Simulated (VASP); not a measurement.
# MnO: single point with PBE

The system is MnO.

```
Mn O
1.0
     0.00000    2.22240    2.22240
     2.22240    0.00000    2.22240
     2.22240    2.22240    0.00000
Mn O
1 1
Direct
  0.00000 0.00000 0.00000
  0.50000 0.50000 0.50000
```

```json
{
  "Program": "VASP 6.6.1",
  "Task": "single point",
  "Functional": "PBE",
  "Potentials or basis": "VASP PAW PBE potentials, release 64 (Mn_pv, O)",
  "Cutoff": "600 eV",
  "k mesh": "7 × 7 × 7",
  "Occupations": "fermi-dirac, width 0.1 eV",
  "Spin": "no spin polarisation"
}
```

* Pressure: -32.4 GPa

Levels at points of the mesh, in eV from the Fermi level:
```tsv
k point	band 8	band 9	band 10	band 11	band 12	band 13
(0.00, 0.00, 0.00)	-1.14	-1.14	-1.14	-0.59	-0.59	0.38
```

It took 8.2 s on 1 thread of Intel Xeon 6975P-C (shared host), peak memory 0.16 GiB.

Caveat: an odd number of electrons without spin polarisation forces a metal; a magnetic or distorted state may lie lower; the run has no spin polarisation, though such a crystal can be magnetic; semilocal functionals often make such compounds metallic where correlation or magnetic order opens a gap, which also shifts bond lengths. With open d or f shells a metallic result of PBE can be an artefact of self-interaction; +U or a hybrid may open a gap.
